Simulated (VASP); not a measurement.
Write the native input for VASP 6.6.1 that does the following.

| Item | Value |
| --- | --- |
| Task | single point |
| Functional | PBEsol |
| Dispersion | D3(BJ) |
| Potentials or basis | VASP PAW PBE potentials, release 64 (Pd) |
| Cutoff | 520 eV |
| k mesh | 12 × 12 × 12 |
| Occupations | fermi-dirac, width 0.05 eV |
| Spin | no spin polarisation |
| Dipole correction | no |
| Further INCAR settings | ALGO = Fast; EDIFF = 1e-06; NBANDS = 11 |

The structure of Pd lies in POSCAR:

```
Pd
1.0
   -1.5244562184      1.5244562184      1.5244562184
    1.5244562184     -1.5244562184      1.5244562184
    1.5244562184      1.5244562184     -1.5244562184
Pd
1
Direct
    0.0000000000      0.0000000000      0.0000000000
```

These files were run (other wordings do the same):

INCAR

```
PREC     = Accurate       # precision mode
ENCUT    = 520            # plane-wave cutoff, eV
EDIFF    = 1E-6           # SCF threshold, eV
ISMEAR   = -1             # smearing method
SIGMA    = 0.05           # smearing width, eV
LREAL    = False          # projectors in reciprocal space
LASPH    = True           # aspherical terms in the spheres
NELM     = 100            # most SCF steps
ALGO     = Fast           # electronic algorithm
ISIF     = 2              # what is computed and relaxed
LWAVE    = False          # write WAVECAR
LCHARG   = True           # write CHGCAR
GGA      = PS             # functional
IVDW     = 12             # dispersion correction
LELF     = True           # ELF
LVHAR    = True         
NBANDS   = 11             # bands
```

KPOINTS

```
regular mesh
0
Gamma
  12 12 12
```

Potentials or basis: VASP PAW PBE potentials, release 64 (Pd).

Launch:

```console
$ cat potpaw_PBE.64/Pd/POTCAR > POTCAR
$ mpirun -np 1 vasp_std > vasp.out
```

Results of the run:

The pressure is -0.5 GPa, the band gap on the k mesh is zero (band 5 reaches 10.98 eV, above the bottom of band 6 at 9.16 eV) and the dispersion energy per atom is -0.648 eV.

Caveat: the PAW data sets were made with another functional, which shifts forces and pressure a little; pairwise dispersion overbinds metals, which lowers pressure and volume.

Wall time 6.9 s on 1 thread of AMD EPYC 9R45 96-Core Processor (Zen 5) (shared host), peak memory 0.11 GiB.
